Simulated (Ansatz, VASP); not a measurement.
# Two plane-wave programs on Cu

```
Cu
1.0
     2.56724    0.00000    0.00000
    -1.28362    2.22330    0.00000
     0.00000    0.00000    4.19206
Cu
2
Direct
  0.35043 0.70085 0.21493
  0.64957 0.29915 0.78507
```

Change from the starting cell: mode 5 frozen in at +0.076 Å and mode 6 at -0.147 Å (largest displacements).

Alike in both runs: task single point; functional PBE; k mesh 21 × 21 × 10; occupations gaussian, width 0.15 eV; no spin polarisation.

|  | VASP | Ansatz |
| --- | --- | --- |
| version | VASP 6.6.1 | Ansatz 0.2.0 |
| potentials or method | VASP PAW PBE potentials, release 64 (Cu), cutoff 520 eV | scalar-relativistic, plane waves, PAW |
| valence electrons in the cell | 22 | 38 |

Ansatz gave:

* gap on the k mesh at the Fermi level (eV): none
* pressure (GPa): 8.9
* traceless stress, the component that is largest in VASP (GPa): 6.30
* rms of the force components (eV/Å): 1.432

Problem. What did VASP give for the same quantities?

Solution. gap on the k mesh at the Fermi level (eV): none; pressure (GPa): 9.3; traceless stress, the component that is largest in VASP (GPa): 6.23; rms of the force components (eV/Å): 1.441.

Atom by atom the forces differ by 0.009 eV/Å (rms over components). A gap of «none» marks a metal or a gap that the smearing closes. VASP's potentials hold 22 valence electrons a cell and Ansatz's 38, so a difference there can come from the potentials and not from the codes.
